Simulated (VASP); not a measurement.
# Al4N3 (P1) in VASP: single point with PBE

Aim: the single point of Al4N3 with PBE.

Everything below comes from runs of VASP 6.6.1. Logs are shortened: lines on timing, memory, paths and dates and some standing lists are left out, and cuts for length are marked.

## 1. The cell of the first run

The typed cell holds 14 atoms: a = 5.808 Å, b = 5.808 Å, c = 6.239 Å, α = 106.09°, β = 105.53°, γ = 114.59°.

## 2. Single point, PBE (atoms taken out)

INCAR

```
PREC     = Accurate       # precision mode
ENCUT    = 520            # plane-wave cutoff, eV
EDIFF    = 1E-6           # SCF threshold, eV
ISMEAR   = 0              # smearing method
SIGMA    = 0.1            # smearing width, eV
LREAL    = False          # projectors in reciprocal space
LASPH    = True           # aspherical terms in the spheres
NELM     = 60             # most SCF steps
ALGO     = Normal         # electronic algorithm
ISIF     = 2              # what is computed and relaxed
LWAVE    = False          # write WAVECAR
LCHARG   = True           # write CHGCAR
GGA      = PE             # functional
LELF     = True           # ELF
LVHAR    = True         
NBANDS   = 40             # bands
```

KPOINTS

```
Automatic mesh
0
Gamma
  7 7 6
```

POSCAR

```
Al4N3
1.0
    3.1377850000     -0.0137220000     -4.8872320000
    3.1381360000      0.0181710000      4.8874520000
   -3.1418140000     -5.3900870000     -0.0173390000
Al N
8 6
Direct
    0.3239643761      0.3434863908      0.1716488641
    0.8238234562      0.8435718790      0.1715971861
    0.3356422989      0.3311202471      0.6705430180
    0.8357030256      0.8311681544      0.6705183047
    0.9100339065      0.3971609219      0.3109306801
    0.4096357481      0.8968242744      0.3109101698
    0.9227332457      0.4145050279      0.8403271370
    0.4229116522      0.9145060410      0.8404664032
    0.6347581779      0.0183081395      0.6565628155
    0.1347423810      0.5182708937      0.6565825186
    0.7241154678      0.6058987481      0.3338453363
    0.2240025298      0.1058407358      0.3338550277
    0.7262599402      0.6118610007      0.8415798196
    0.2263720967      0.1118074437      0.8416369036
```

Potentials or basis: VASP PAW PBE potentials, release 64 (Al, N).

Launch:

```bash
> cat potpaw_PBE.64/Al/POTCAR potpaw_PBE.64/N/POTCAR > POTCAR
> mpirun -np 1 vasp_std > vasp.out
```

OUTCAR:

```text
PREC = Accurate
   ENCUT = 520
   EDIFF = 1E-6
   ISMEAR = 0
   LREAL = False
   LASPH = True
   NELM = 60
   ISIF = 2
   GGA = PE

 ion  position               nearest neighbor table
   1  0.324  0.343  0.172-  14 1.89  11 1.92  12 1.92   6 2.87   5 2.87   7 2.93   4 3.11   3 3.12
                             4 3.12   3 3.13   8 3.13   5 3.13   6 3.13   2 3.14   2 3.14
   2  0.824  0.844  0.172-  13 1.89  12 1.92  11 1.92   5 2.87   6 2.87   8 2.92   3 3.11   4 3.12
                             3 3.12   4 3.13   7 3.13   6 3.13   5 3.13   1 3.14   1 3.14
   3  0.336  0.331  0.671-  12 1.89  10 1.90  13 1.90  14 1.90   7 3.02   8 3.03   7 3.06   8 3.06
                             5 3.10   2 3.11   1 3.12   2 3.12   1 3.13   4 3.14   4 3.14   6 3.14
   4  0.836  0.831  0.671-  11 1.89  14 1.90   9 1.90  13 1.90   8 3.02   7 3.03   7 3.06   8 3.07
                             6 3.10   1 3.11   2 3.12   1 3.12   2 3.13   3 3.14   3 3.14   5 3.14
   5  0.910  0.397  0.311-  11 1.93  10 1.93   2 2.87   1 2.87   8 2.98   7 2.98   3 3.10   1 3.13
                             2 3.13   6 3.14   6 3.14   4 3.14   8 3.26   7 3.26
   6  0.410  0.897  0.311-  12 1.93   9 1.93   1 2.87   2 2.87   7 2.98   8 2.99   4 3.10   2 3.13
                             1 3.13   5 3.14   5 3.14   3 3.14   7 3.26   8 3.26
   7  0.923  0.415  0.840-  13 1.92  10 1.93   9 1.93   1 2.93   6 2.98   5 2.98   3 3.02   4 3.03
                             4 3.06   3 3.06   2 3.13   8 3.14   8 3.14   6 3.26   5 3.26
   8  0.423  0.915  0.840-  14 1.92   9 1.93  10 1.93   2 2.92   5 2.98   6 2.99   4 3.02   3 3.03
                             3 3.06   4 3.07   1 3.13   7 3.14   7 3.14   5 3.26   6 3.26
   9  0.635  0.018  0.657-   4 1.90   7 1.93   8 1.93   6 1.93
  10  0.135  0.518  0.657-   3 1.90   7 1.93   8 1.93   5 1.93
  11  0.724  0.606  0.334-   4 1.89   1 1.92   2 1.92   5 1.93
  12  0.224  0.106  0.334-   3 1.89   2 1.92   1 1.92   6 1.93
  13  0.726  0.612  0.842-   2 1.89   3 1.90   4 1.90   7 1.92
  14  0.226  0.112  0.842-   1 1.89   4 1.90   3 1.90   8 1.92

  LATTYP: Found a triclinic cell.
 ALAT       =     5.8078326096
 B/A-ratio  =     1.2484685226
 C/A-ratio  =     1.0805963261
 COS(alpha) =     0.0010089000
 COS(beta)  =     0.5402365001
 COS(gamma) =     0.5637159075

  Lattice vectors:

 A1 = (   3.1377850000,  -0.0137220000,  -4.8872320000)
 A2 = (   0.0036780000,   5.3719160000,  -4.8701130000)
 A3 = (   6.2759210000,   0.0044490000,   0.0002200000)

Analysis of symmetry for initial positions (statically):
=====================================================================
 Subroutine PRICEL returns:
 Original cell was already a primitive cell.

 Routine SETGRP: Setting up the symmetry group for a
 triclinic supercell.

 Subroutine GETGRP returns: Found  1 space group operations
 (whereof  1 operations were pure point group operations)
 out of a pool of  2 trial point group operations.

The static configuration has the point symmetry C_1 .

Analysis of symmetry for dynamics (positions and initial velocities):
=====================================================================
 Subroutine PRICEL returns:
 Original cell was already a primitive cell.

 Routine SETGRP: Setting up the symmetry group for a
 triclinic supercell.

 Subroutine GETGRP returns: Found  1 space group operations
 (whereof  1 operations were pure point group operations)
 out of a pool of  2 trial point group operations.

The dynamic configuration has the point symmetry C_1 .

 Subroutine INISYM returns: Found  1 space group operations
 (whereof  1 operations are pure point group operations),
 and found     1 'primitive' translations

----------------------------------------------------------------------------------------

                                     Primitive cell

  volume of cell :     165.2578

  direct lattice vectors                    reciprocal lattice vectors
     3.137785000 -0.013722000 -4.887232000     0.159408375 -0.092588995 -0.102008721
     3.138136000  0.018171000  4.887452000     0.159401667 -0.093243287  0.102603609
    -3.141814000 -5.390087000 -0.017339000     0.000131554 -0.185604391  0.000605588

  length of vectors
     5.807832610  5.808219589  6.238936906     0.210688232  0.211259799  0.185605426

  position of ions in fractional coordinates (direct lattice)
     0.323964376  0.343486391  0.171648864
     0.823823456  0.843571879  0.171597186
     0.335642299  0.331120247  0.670543018
     0.835703026  0.831168154  0.670518305
     0.910033906  0.397160922  0.310930680
     0.409635748  0.896824274  0.310910170
     0.922733246  0.414505028  0.840327137
     0.422911652  0.914506041  0.840466403
     0.634758178  0.018308140  0.656562816
     0.134742381  0.518270894  0.656582519
     0.724115468  0.605898748  0.333845336
     0.224002530  0.105840736  0.333855028
     0.726259940  0.611861001  0.841579820
     0.226372097  0.111807444  0.841636904

  ion indices of the primitive-cell ions
   primitive index   ion index
                 1           1
                 2           2
                 3           3
                 4           4
                 5           5
                 6           6
                 7           7
                 8           8
                 9           9
                10          10
                11          11
                12          12
                13          13
                14          14

----------------------------------------------------------------------------------------

 KPOINTS: Automatic mesh

Automatic generation of k-mesh.
 Grid dimensions read from file:
 generate k-points for:    7    7    6

 Generating k-lattice:

  Cartesian coordinates                     Fractional coordinates (reciprocal lattice)
     0.022772625 -0.013226999 -0.014572674     0.142857143  0.000000000  0.000000000
     0.022771667 -0.013320470  0.014657658     0.000000000  0.142857143  0.000000000
     0.000021926 -0.030934065  0.000100931     0.000000000  0.000000000  0.166666667

  Length of vectors
     0.030098319  0.030179971  0.030934238

  Shift w.r.t. Gamma in fractional coordinates (k-lattice)
     0.000000000  0.000000000  0.000000000

 Subroutine IBZKPT returns following result:
 ===========================================

 Found    148 irreducible k-points:

 Following reciprocal coordinates:
            Coordinates               Weight
  0.000000  0.000000  0.000000      1.000000
  0.142857  0.000000  0.000000      2.000000
  0.285714  0.000000  0.000000      2.000000
  0.428571  0.000000  0.000000      2.000000
 -0.000000  0.142857 -0.000000      2.000000
  0.142857  0.142857 -0.000000      2.000000
[... 16 lines left out ...]
 -0.428571  0.428571 -0.000000      2.000000
 -0.285714  0.428571 -0.000000      2.000000
 [... further k-points ...]
   k-points           NKPTS =    148   k-points in BZ     NKDIM =    148   number of bands    NBANDS=     40
   number of dos      NEDOS =    301   number of ions     NIONS =     14
   total plane-waves  NPLWV = 110592
   dimension x,y,z NGX =    48 NGY =   48 NGZ =   48
   dimension x,y,z NGXF=    96 NGYF=   96 NGZF=   96
   ions per type =               8   6
   NGX,Y,Z   is equivalent  to a cutoff of  13.74, 13.74, 12.79 a.u.
   NGXF,Y,Z  is equivalent  to a cutoff of  27.48, 27.48, 25.58 a.u.
 SYSTEM =  unknown system
   PREC   = accura    normal or accurate (medium, high low for compatibility)
   ISTART =      0    job   : 0-new  1-cont  2-samecut
   ICHARG =      2    charge: 1-file 2-atom 10-const
   ISPIN  =      1    spin polarized calculation?
   LNONCOLLINEAR =      F non collinear calculations
   LSORBIT =      F    spin-orbit coupling
   LASPH  =      T    aspherical Exc in radial PAW
   ENCUT  =  520.0 eV  38.22 Ry    6.18 a.u.  10.80 10.80 11.60*2*pi/ulx,y,z
   NELM   =     60;   NELMIN=  2; NELMDL= -5     # of ELM steps
   EDIFF  = 0.1E-05   stopping-criterion for ELM
   LREAL  =      F    real-space projection
   EDIFFG = 0.1E-04   stopping-criterion for IOM
   NSW    =      0    number of steps for IOM
   IBRION =     -1    ionic relax: 0-MD 1-quasi-New 2-CG
   NFREE  =      0    steps in history (QN), initial steepest desc. (CG)
   ISIF   =      2    stress and relaxation
   ISYM   =      2    0-nonsym 1-usesym 2-fastsym
   POTIM  = 0.5000    time-step for ionic-motion
   TEBEG  =    0.0;   TEEND  =   0.0 temperature during run
   PSTRESS=    0.0 pullay stress
   NELECT =      54.0000    total number of electrons
   NUPDOWN=      -1.0000    fix difference up-down
   EMIN   =  10.00;   EMAX   =-10.00  energy-range for DOS
   EFERMI =   0.00;   METHOD = LEGACY
   ISMEAR =     0;   SIGMA  =   0.10  broadening in eV -4-tet -1-fermi 0-gaus
   EFERMI_NEDOS =   21; number of points for ismear=-14 and -15
   IALGO  =     38    algorithm
   IMIX   =      4    mixing-type and parameters
     AMIX     =   0.40;   BMIX     =  1.00
     AMIX_MAG =   1.60;   BMIX_MAG =  1.00
  volume/ion in A,a.u.               =      11.80        79.66
  Fermi-wavevector in a.u.,A,eV,Ry     =   1.127592  2.130840 17.299323  1.271464
  Thomas-Fermi vector in A             =   2.264279
   LORBIT       =      0    0 simple, 1 ext, 2 COOP (PROOUT), +10 PAW based schemes
   GGA     = PE    functional components
   LHFCALC =     F    Hartree Fock is set to
   AEXX    =    0.0000 exact exchange contribution
   IVDW    =     0    specifies the selected vdW correction
   LEPSILON=     F    determine dielectric tensor
   LRPA    =     F    only Hartree local field effects (RPA)
 non-spin polarized calculation
 Gauss-broadening in eV      SIGMA  =   0.10
  energy-cutoff  :      520.00
  volume of cell :      165.26
 maximum number of plane-waves:      4472
 NGX is ok and might be reduce to    48
   NGX = 21   NGY = 21   NGZ = 23

 number of electron      53.9999999 magnetization

 Free energy of the ion-electron system (eV)
  ---------------------------------------------------
  ext. energy  EPLUGINS =         0.00000000
  ---------------------------------------------------
  free energy    TOTEN  =       -92.87969896 eV

  energy without entropy =      -92.86926544  energy(sigma->0) =      -92.87448220

 E-fermi :   8.7715     XC(G=0): -10.6163

 val. band max:        8.7610206918   @ k =  -0.2857   0.2857   0.5000
 cond. band min:       8.7722453849   @ k =   0.2857  -0.2857   0.3333
 fundamental gap:      0.0112246931
 Fermi energy:         8.7714709793

 k-point     1 :       0.0000    0.0000    0.0000
  band No.  band energies     occupation
      1      -9.1466      2.00000
      2      -7.3903      2.00000
      3      -7.3135      2.00000
      4      -7.2215      2.00000
      5      -7.0669      2.00000
      6      -7.0563      2.00000
[... 31 lines left out ...]
     38      13.6658      0.00000
     39      14.1358      0.00000
[... 964 lines left out ...]
     38      13.5817      0.00000
     39      13.6677      0.00000

 [... further k-points ...]

 [bands above 39 left out]

------------------------ aborting loop because EDIFF is reached ----------------------------------------

  FORCE on cell =-STRESS in cart. coord.  units (eV):
  Direction    XX          YY          ZZ          XY          YZ          ZX
  --------------------------------------------------------------------------------------
  -------------------------------------------------------------------------------------
  Total       -1.2595283      0.1257200      0.4904045     -0.0596401      0.1045399      0.0042482
  in kB      -12.2111500      1.2188572      4.7544808     -0.5782123      1.0135167      0.0411863
  external PRESSURE =      -2.0792707 kB  Pullay stress =       0.0000000 kB

 VOLUME and BASIS-vectors are now :
 -----------------------------------------------------------------------------
  energy-cutoff  :      520.00
  volume of cell :      165.26
      direct lattice vectors                 reciprocal lattice vectors
     3.137785000 -0.013722000 -4.887232000     0.159408375 -0.092588995 -0.102008721
     3.138136000  0.018171000  4.887452000     0.159401667 -0.093243287  0.102603609
    -3.141814000 -5.390087000 -0.017339000     0.000131554 -0.185604391  0.000605588

 POSITION                                       TOTAL-FORCE (eV/Angst)
 -----------------------------------------------------------------------------------
      1.55515     -0.92341      0.09251         0.001580     -0.024089     -0.086042
      4.69310     -0.92090      0.09373         0.000545     -0.024153     -0.087935
     -0.01445     -3.61287     -0.03365        -0.002470     -0.000209     -0.001153
      3.12393     -3.61052     -0.03361        -0.003656     -0.001074     -0.000029
      3.12495     -1.68121     -2.51183        -0.000703     -0.046604      0.020223
      3.12288     -1.66516      2.37581         0.003594     -0.047506      0.018540
      1.55596     -4.53457     -2.49831         0.002199      0.053507      0.093362
      1.55626     -4.51937      2.38816         0.000805      0.054587      0.095234
     -0.01361     -3.54731     -3.02411        -0.000680     -0.051356      0.005966
     -0.01366     -3.53147      1.86312         0.000820     -0.052095      0.008192
      3.12463     -1.79838     -0.58341        -0.000671      0.045189     -0.049066
     -0.01390     -1.80066     -0.58325         0.000491      0.045118     -0.050587
      1.55486     -4.53504     -0.57355        -0.000518      0.024259      0.015180
     -1.58309     -4.53757     -0.57447        -0.001338      0.024426      0.018116
 -----------------------------------------------------------------------------------
    total drift:                               -0.000763      0.001051      0.002535

  FREE ENERGIE OF THE ION-ELECTRON SYSTEM (eV)
  ---------------------------------------------------
  free  energy   TOTEN  =       -92.8796989582 eV

  energy  without entropy=      -92.8692654396  energy(sigma->0) =      -92.87448220
```

Wall time 11 min (1 thread of Intel Xeon 6975P-C (Granite Rapids), shared host); peak memory 0.79 GiB.

Results:

```yaml
Free_energy: -92.8797 eV
Pressure: -0.2 GPa
Largest_force: 0.110 eV/Å
Band_gap_on_the_k_mesh: zero (bands 27 and 28 overlap by 1.49 eV)
```

Forces in eV/Å, atoms in the order of the input:
```
Al   0.002 -0.024 -0.086
Al   0.001 -0.024 -0.088
Al  -0.002  0.000 -0.001
Al  -0.004 -0.001  0.000
Al  -0.001 -0.047  0.020
Al   0.004 -0.048  0.019
Al   0.002  0.054  0.093
Al   0.001  0.055  0.095
N   -0.001 -0.051  0.006
N    0.001 -0.052  0.008
N   -0.001  0.045 -0.049
N    0.000  0.045 -0.051
N   -0.001  0.024  0.015
N   -0.001  0.024  0.018
```

Levels at points of the mesh, in eV from the Fermi level:
```tsv
k point	band 24	band 25	band 26	band 27	band 28	band 29	band 30	band 31
(0.00, 0.00, 0.00)	-3.72	-3.53	-3.20	-0.77	1.06	1.51	1.67	2.29
(0.00, 0.00, 0.50)	-3.46	-3.33	-3.17	-1.17	-1.00	0.32	1.47	2.32
```

Caveat: the cell differs from its parent crystal (atoms taken out).
